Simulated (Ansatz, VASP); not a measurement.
# Two plane-wave programs on Cu

File INCAR:

```
ALGO = Fast
EDIFF = 1E-6
ENCUT = 520
GGA = PE
ISIF = 2
ISMEAR = 0
LASPH = True
LCHARG = False
LREAL = False
LWAVE = False
NBANDS = 12
NELM = 80
PREC = Accurate
SIGMA = 0.1
```

Contents of KPOINTS:

```
k-points
0
Gamma
  8 8 8
```

POSCAR

```
Cu
1.0
    0.0000000000      1.8937592700      2.0776738300
    1.7151807600      0.0000000000      2.0776738300
    1.7151807600      1.8937592700      0.0000000000
Cu
1
Direct
    0.0000000000      0.0000000000      0.0000000000
```

Input for Ansatz:

```yaml
crystal:
  lattice:
    - [0.0, 1.89375927, 2.07767383]
    - [1.71518076, 0.0, 2.07767383]
    - [1.71518076, 1.89375927, 0.0]
  atoms:
    - { symbol: Cu, position: [0.0, 0.0, 0.0] }
basis:
  ecutwfc: 420
kpoints:
  mp_grid: { grid: [8, 8, 8] }
hamiltonian:
  xc: pbe
scf:
  occupations: { method: gaussian, width: 0.1 }
  lower_state_search: "off"
output:
  forces: true
  stress: true
  eigenvalues: true
```

Alike in both runs: task single point; functional PBE; k mesh 8 × 8 × 8; occupations gaussian, width 0.1 eV; no spin polarisation.

|  | VASP | Ansatz |
| --- | --- | --- |
| version | VASP 6.6.1 | Ansatz 0.2.0 |
| potentials or method | VASP PAW PBE potentials, release 64 (Cu), cutoff 520 eV | scalar-relativistic, plane waves, PAW |
| valence electrons in the cell | 11 | 19 |

```tsv
	VASP	Ansatz	Ansatz less VASP
gap on the k mesh at the Fermi level (eV)	none	none	-
pressure (GPa)	-11.1	-11.7	-0.67
traceless stress, the component that is largest in VASP (GPa)	-3.60	-3.46	+0.141
```

A gap of «none» marks a metal or a gap that the smearing closes. VASP's potentials hold 11 valence electrons a cell and Ansatz's 19, so a difference there can come from the potentials and not from the codes.

The k mesh is coarse, so the values compare programs but aren't converged.
